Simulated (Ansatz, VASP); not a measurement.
One calculation of Cu, two programs

File POSCAR:

```
Cu
1.0
   -1.3977060288      1.3977060288      1.3760814500
    1.3977060288     -1.3977060288      1.3760814500
    1.4878806112      1.4878806112     -1.3760814500
Cu
1
Direct
    0.0000000000      0.0000000000      0.0000000000
```

Contents of INCAR.step1:

```
PREC = Accurate ; ENCUT = 520
ISMEAR = 0 ; SIGMA = 0.15
LREAL = F ; LASPH = T
NELM = 100 ; NBANDS = 12
GGA = PE ; ALGO = Normal
EDIFF = 1E-4 ; LWAVE = T
LCHARG = F
```

File INCAR.step2:

```
PREC = Accurate ; ENCUT = 520
EDIFF = 1E-7 ; ISMEAR = 0
SIGMA = 0.15 ; LREAL = F
LASPH = T ; NELM = 100
ALGO = Normal ; ISIF = 2
LWAVE = F ; LCHARG = F
METAGGA = R2SCAN ; LMIXTAU = T
NBANDS = 12 ; ISTART = 1
```

File KPOINTS:

```
regular mesh
0
Gamma
  24 24 24
```

Input for Ansatz:

```yaml
crystal:
  lattice:
    - [-1.3977060288, 1.3977060288, 1.37608145]
    - [1.3977060288, -1.3977060288, 1.37608145]
    - [1.4878806112, 1.4878806112, -1.37608145]
  atoms:
    - { symbol: Cu, position: [0.0, 0.0, 0.0] }
basis:
  ecutwfc: 500
kpoints:
  mp_grid: { grid: [24, 24, 24] }
hamiltonian:
  xc: r2scan
scf:
  occupations: { method: gaussian, width: 0.15 }
output:
  forces: true
  stress: true
  eigenvalues: true
```

Change from the starting cell: strain +0.0625 x Voigt [0, 0, 0, 0, 0, 1], atoms carried along.

Alike in both runs: task single point; functional r2SCAN; k mesh 24 × 24 × 24; occupations gaussian, width 0.15 eV; no spin polarisation.

|  | VASP | Ansatz |
| --- | --- | --- |
| version | VASP 6.6.1 | Ansatz 0.2.0 |
| potentials or method | VASP PAW PBE potentials, release 64 (Cu), cutoff 520 eV | scalar-relativistic, plane waves, PAW |
| valence electrons in the cell | 11 | 19 |

```tsv
	VASP	Ansatz	Ansatz less VASP
gap on the k mesh at the Fermi level (eV)	none	none	-
pressure (GPa)	1.8	1.1	-0.65
traceless stress, the component that is largest in VASP (GPa)	-7.15	-7.21	-0.064
```

VASP's potentials were made for PBE, not for r2SCAN. A gap of «none» marks a metal or a gap that the smearing closes. The functional is the same, so the differences come from potentials, cutoffs and numerics. VASP's potentials hold 11 valence electrons a cell and Ansatz's 19, so a difference there can come from the potentials and not from the codes.
